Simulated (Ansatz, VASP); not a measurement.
# MgS in VASP and in Ansatz

```xyz
2
Lattice="0.0000 2.5575 2.5575 2.5575 0.0000 2.5575 2.5575 2.5575 0.0000" Properties=species:S:1:pos:R:3 pbc="T T T"
Mg    0.0000    0.0000    0.0000
S     2.5575    2.5575    2.5575
```

Change from the starting cell: volume scaled by 0.95, PAW files.

Alike in both runs: task electric field gradients; functional PBE; k mesh 10 × 10 × 10; occupations fermi-dirac, width 0.03 eV; no spin polarisation.

|  | VASP | Ansatz |
| --- | --- | --- |
| version | VASP 6.6.1 | Ansatz 0.2.0 |
| potentials or method | VASP PAW PBE potentials, release 64 (Mg, S) | PAW with Ansatz's default frozen-core files, scalar-relativistic |
| plane-wave cutoff (eV) | 520 | 420 |
| valence electrons in the cell | 8 | 16 |

VASP gave:

* gap on the k mesh at the Fermi level (eV): 2.89
* pressure (GPa): 5.3

**Question.** Which values does Ansatz return?

**Answer.** gap on the k mesh at the Fermi level (eV): 2.90; pressure (GPa): 5.6.

With one functional, cell and mesh, what is left measures potentials, basis and numerics. VASP's potentials hold 8 valence electrons a cell and Ansatz's 16, so a difference there can come from the potentials and not from the codes.
